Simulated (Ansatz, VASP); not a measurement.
**MgO: VASP beside Ansatz**

```
Mg O
1.0
     0.00000    2.09700    2.09700
     2.09700    0.00000    2.09700
     2.09700    2.09700    0.00000
Mg O
1 1
Cartesian
  0.0000 0.0000 0.0000
  2.0970 2.0970 2.0970
```

Alike in both runs: task single point; functional PBE; k mesh 8 × 8 × 8; occupations gaussian, width 0.1 eV; no spin polarisation.

|  | VASP | Ansatz |
| --- | --- | --- |
| version | VASP 6.6.1 | Ansatz 0.2.0 |
| potentials or method | VASP PAW PBE potentials, release 64 (Mg, O), cutoff 600 eV | scalar-relativistic, plane waves, PAW |
| valence electrons in the cell | 8 | 16 |

```csv
,VASP,Ansatz,Ansatz less VASP
gap on the k mesh at the Fermi level (eV),4.85,4.87,+0.015
least direct gap on the mesh (eV),4.85,4.87,+0.015
pressure (GPa),5.9,6.9,+0.98
```

The functional is the same, so the differences come from potentials, cutoffs and numerics. VASP's potentials hold 8 valence electrons a cell and Ansatz's 16, so a difference there can come from the potentials and not from the codes.
